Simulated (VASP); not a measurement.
## Zn3NO3: single point with PBE+D3(BJ)

Zn3NO3, a slab with vacuum:

```xyz
14
Lattice="5.6281 0.0000 0.0000 -2.8141 5.4515 0.0000 0.0000 0.0000 17.4698" Properties=species:S:1:pos:R:3 pbc="T T T"
Zn    1.8760    0.0000    1.0000
Zn    1.0820    2.7356    0.8293
Zn    3.9837    0.6950    0.2696
Zn    3.8409    3.1600    1.6889
Zn    2.5222    1.4288    4.1725
Zn    0.9057    3.4638    4.3735
O     1.2526    4.5552   -0.1230
O     0.4288    0.8226    0.3758
O     4.8233    3.3048    0.2365
O     2.6243    1.6155    2.2058
O     0.2670    4.4326    3.0494
O     1.8422    2.5549    5.4945
N    -2.8876    6.0085    5.6902
N    -2.3957    5.6140    6.7119
```

| Property | Result |
| --- | --- |
| Program | VASP 6.6.1 |
| Task | single point |
| Functional | PBE |
| Dispersion | D3(BJ) |
| Potentials or basis | VASP PAW PBE potentials, release 64 (Zn, O, N) |
| Cutoff | 520 eV |
| k mesh | 2 × 2 × 1 |
| Occupations | fermi-dirac, width 0.02 eV |
| Spin | no spin polarisation |
| Dipole correction | no |
| Further INCAR settings | ALGO = Normal; EDIFF = 1e-06; NBANDS = 72 |

```
Largest force              : 9.370 eV/Å
Band gap on the k mesh     : 0.22 eV
Dispersion energy per atom : -0.107 eV
```

Forces on the atoms (eV/Å):
```
Zn   0.678 -1.877  0.289
Zn  -1.097  0.496 -0.990
Zn   2.761  5.051  0.955
Zn  -1.165 -1.242  1.441
Zn   0.188 -0.588 -0.935
Zn  -0.946  1.312 -1.075
O    0.098 -5.226 -0.638
O   -0.355  2.004  0.369
O   -0.492 -0.002 -0.050
O    0.437  1.346  0.106
O   -1.174  0.407 -0.153
O    1.319 -1.433  0.554
N    3.672 -3.197  8.006
N   -3.926  2.948 -7.881
```

Levels at points of the mesh, in eV from the valence-band top:
```
           k point  band 56  band 57  band 58  band 59  band 60  band 61  band 62  band 63
(0.00, 0.00, 0.00)    -1.12    -0.84    -0.60     0.00     0.22     1.62     1.81     1.99
(0.50, 0.00, 0.00)    -1.11    -0.77    -0.52    -0.05     1.05     1.68     2.00     2.14
(0.50, 0.50, 0.00)    -1.12    -0.89    -0.60    -0.25     1.27     1.87     2.02     2.11
(0.00, 0.50, 0.00)    -1.26    -1.03    -0.71    -0.01     1.44     1.76     1.86     2.11
```

It took 4.4 min on 1 thread of Intel(R) Xeon(R) 6975P-C (Granite Rapids) (shared host), peak memory 0.67 GiB.

Caveat: the k points lie up to 0.63 Å⁻¹ apart; the standard files for N, O and F lose accuracy on very short bonds.
